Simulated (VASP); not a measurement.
Pt, 4 atoms in the cell. The cell holds a wire or tube with vacuum around it, 4 atoms: a = 11.700 Å, b = 9.300 Å, c = 5.053 Å, α = 90.00°, β = 90.00°, γ = 90.00°. 

| Property | Result |
| --- | --- |
| Program | VASP 6.6.1 |
| Task | single point |
| Functional | PBE |
| Potentials or basis | VASP PAW PBE potentials, release 64 (Pt) |
| Cutoff | 520 eV |
| k mesh | 1 × 1 × 13 |
| Occupations | gaussian, width 0.05 eV |
| Spin | collinear spin |
| Starting moments | [1.5, 1.5, 1.5, 1.5] μB |
| Dipole correction | no |
| Further INCAR settings | ALGO = Normal; EDIFF = 1e-06; NBANDS = 32 |

Potentials or basis: VASP PAW PBE potentials, release 64 (Pt).

Run with:

```sh
$ cat potpaw_PBE.64/Pt/POTCAR > POTCAR
$ mpirun -np 1 vasp_std > vasp.out
```

Hardware: 1 thread of AMD EPYC 9R45 96-Core Processor (Zen 5), on a shared host.

Estimate the wall time of this run.

Wall time 4.1 min on 1 thread of AMD EPYC 9R45 96-Core Processor (Zen 5), on a shared host, peak memory 0.77 GiB. Counts: scf iterations 25, k points 7.
